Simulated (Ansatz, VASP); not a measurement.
## C: VASP beside Ansatz

The input INCAR:

```
  PREC = Accurate
  ENCUT = 600
  EDIFF = 1E-7
  ISMEAR = 0
  SIGMA = 0.1
  LREAL = False
  LASPH = True
  NELM = 60
  ALGO = Normal
  ISIF = 3
  LWAVE = False
  LCHARG = False
  GGA = PE
  IBRION = 2
  NSW = 100
  EDIFFG = -0.01
```

KPOINTS

```
Automatic mesh
0
Gamma
  32 32 32
```

Contents of POSCAR:

```
C
1.0
   -1.1826700539      1.1826700539      2.0503693581
    1.1826700539     -1.1826700539      2.0503693581
    1.1826700539      1.1826700539     -2.0503693581
C
2
Direct
    0.1829885401      0.1829885401      0.0000000000
    0.8170114599      0.8170114599      0.0000000000
```

Input for Ansatz:

```yaml
crystal:
  lattice:
    - [-1.1826700539, 1.1826700539, 2.0503693581]
    - [1.1826700539, -1.1826700539, 2.0503693581]
    - [1.1826700539, 1.1826700539, -2.0503693581]
  atoms:
    - { symbol: C, position: [0.1829885401, 0.1829885401, 0.0] }
    - { symbol: C, position: [0.8170114599, 0.8170114599, 0.0] }
basis:
  ecutwfc: 420
kpoints:
  mp_grid: { grid: [32, 32, 32] }
hamiltonian:
  xc: pbe
scf:
  occupations: { method: gaussian, width: 0.1 }
output:
  forces: true
  stress: true
  eigenvalues: true
relax:
  adjacent_minimum: "off"
  f_tol: 0.01
  max_steps: 80
  cell: { stress_tol: 0.05 }
```

Alike in both runs: task relaxation of cell and atoms; functional PBE; k mesh 32 × 32 × 32; occupations gaussian, width 0.1 eV; no spin polarisation.

```csv
,VASP,Ansatz
version,VASP 6.6.1,Ansatz 0.2.0
potentials or method,"VASP PAW PBE potentials, release 64 (C), cutoff 600 eV","scalar-relativistic, plane waves, PAW"
valence electrons in the cell,8,8
```

|  | VASP | Ansatz | Ansatz less VASP |
| --- | --- | --- | --- |
| gap on the k mesh at the Fermi level, each at its own relaxed structure (eV) | none | none | - |
| relaxed volume (Å³/atom) | 5.74 | 5.74 | +0.001 |
| relaxed length of the cell vector where the two differ most in proportion (Å) | 2.647 | 2.647 | +0.0002 |

A gap of «none» marks a metal or a gap that the smearing closes.
